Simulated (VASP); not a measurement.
Here is a VASP 6.6.1 calculation.

INCAR

```
  PREC = Accurate
  ENCUT = 600
  EDIFF = 1E-8
  ISMEAR = -1
  SIGMA = 0.05
  LREAL = F
  LASPH = T
  NELM = 100
  ALGO = Normal
  ISIF = 3
  LWAVE = F
  LCHARG = F
  GGA = PE
  NBANDS = 15
  IBRION = 6
  NFREE = 2
  POTIM = 0.015
  NSW = 1
```

The input KPOINTS:

```
Automatic mesh
0
Gamma
  7 7 7
```

Contents of POSCAR:

```
TaN
1.0
    0.0000000000      2.2113230000      2.2113230000
    2.2113230000      0.0000000000      2.2113230000
    2.2113230000      2.2113230000      0.0000000000
Ta N
1 1
Direct
    0.5000000000      0.5000000000      0.5000000000
    0.0000000000      0.0000000000      0.0000000000
```

Potentials or basis: VASP PAW PBE potentials, release 64 (Ta_pv, N).

Run with:

```sh
$ cat potpaw_PBE.64/Ta_pv/POTCAR potpaw_PBE.64/N/POTCAR > POTCAR
$ mpirun -np 1 vasp_std > vasp.out
```

Q: What does it give for the elastic constants C11, C12, C44?

A: 700, 144, -3 GPa.

Q: Predict the Voigt bulk modulus.

A: 330 GPa.

Q: Predict the highest phonon frequency at Γ.

A: 258 cm⁻¹.

Elastic tensor in Voigt notation (GPa, in the Cartesian axes of the cell as first typed):
```
700 144 144   0   0   0
144 700 144   0   0   0
144 144 700   0   0   0
  0   0   0  -3   0   0
  0   0   0   0  -3   0
  0   0   0   0   0  -3
```

Caveat: the elastic tensor has a negative eigenvalue, so either the cell is unstable as it stands or the mesh is too thin.
